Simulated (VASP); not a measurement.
A run of VASP 6.6.1 is set up as follows.

Contents of INCAR:

```
PREC = Accurate
ENCUT = 520
EDIFF = 1E-6
ISMEAR = 0
SIGMA = 0.05
LREAL = False
LASPH = True
NELM = 80
ALGO = Normal
ISIF = 2
LWAVE = False
LCHARG = False
GGA = CA
NBANDS = 16
```

KPOINTS

```
regular mesh
0
Gamma
  8 8 6
```

The input POSCAR:

```
LiBi
1.0
    3.3003935207      0.0000000000      0.0000000000
    0.0000000000      3.3003935207      0.0000000000
    0.0000000000      0.0000000000      4.0633522562
Li Bi
1 1
Direct
    0.0000000000      0.0000000000      0.0000000000
    0.5000000000      0.5000000000      0.5000000000
```

Potentials or basis: VASP PAW LDA potentials, release 64 (Li_sv, Bi_d).

Launch:

```console
$ cat potpaw_LDA.64/Li_sv/POTCAR potpaw_LDA.64/Bi_d/POTCAR > POTCAR
$ mpirun -np 1 vasp_std > vasp.out
```

**Question.** Estimate the band gap on the k mesh.

**Answer.** Zero (bands 9 and 10 overlap by 5.43 eV).

Caveat: spin-orbit coupling is left out, which moves the levels of the heavy elements.
